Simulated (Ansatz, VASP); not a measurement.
In: VASP beside Ansatz

Contents of INCAR:

```
PREC     = Accurate       # precision mode
ENCUT    = 520            # plane-wave cutoff, eV
EDIFF    = 1E-6           # SCF threshold, eV
ISMEAR   = -1             # smearing method
SIGMA    = 0.03           # smearing width, eV
LREAL    = False          # projectors in reciprocal space
LASPH    = True           # aspherical terms in the spheres
NELM     = 60             # most SCF steps
ALGO     = Normal         # electronic algorithm
ISIF     = 2              # what is computed and relaxed
LWAVE    = False          # write WAVECAR
LCHARG   = False          # write CHGCAR
GGA      = PE             # functional
NBANDS   = 12             # bands
```

The input KPOINTS:

```
Automatic mesh
0
Gamma
  17 17 17
```

File POSCAR:

```
In
1.0
   -1.6833330504      1.6833330504      2.2819533200
    1.6833330504     -1.6833330504      2.2819533200
    1.6833330504      1.6833330504     -2.2819533200
In
1
Direct
    0.0000000000      0.0000000000      0.0000000000
```

Input for Ansatz:

```yaml
crystal:
  lattice:
    - [-1.6833330504, 1.6833330504, 2.28195332]
    - [1.6833330504, -1.6833330504, 2.28195332]
    - [1.6833330504, 1.6833330504, -2.28195332]
  atoms:
    - { symbol: In, position: [0.0, 0.0, 0.0] }
kpoints:
  mp_grid: { grid: [17, 17, 17] }
scf:
  occupations: { method: fermi_dirac, width: 0.03 }
hamiltonian:
  xc: pbe
  pseudopotentials: { kind: all_electron, lapw: { basis_error: 0.0005 } }
output:
  forces: true
  stress: true
  eigenvalues: true
```

Change from the starting cell: volume scaled by 0.98.

Alike in both runs: task single point; functional PBE; k mesh 17 × 17 × 17; occupations fermi-dirac, width 0.03 eV; no spin polarisation.

|  | VASP | Ansatz |
| --- | --- | --- |
| version | VASP 6.6.1 | Ansatz 0.2.0 |
| potentials or method | VASP PAW PBE potentials, release 64 (In_d), cutoff 520 eV | all-electron LAPW, scalar-relativistic |

|  | VASP | Ansatz | Ansatz less VASP |
| --- | --- | --- | --- |
| pressure (GPa) | 2.5 | 2.5 | +0.04 |
| traceless stress, the component that is largest in VASP (GPa) | -0.38 | -0.38 | -0.002 |

Ansatz ran all-electron here, and VASP with PAW potentials.
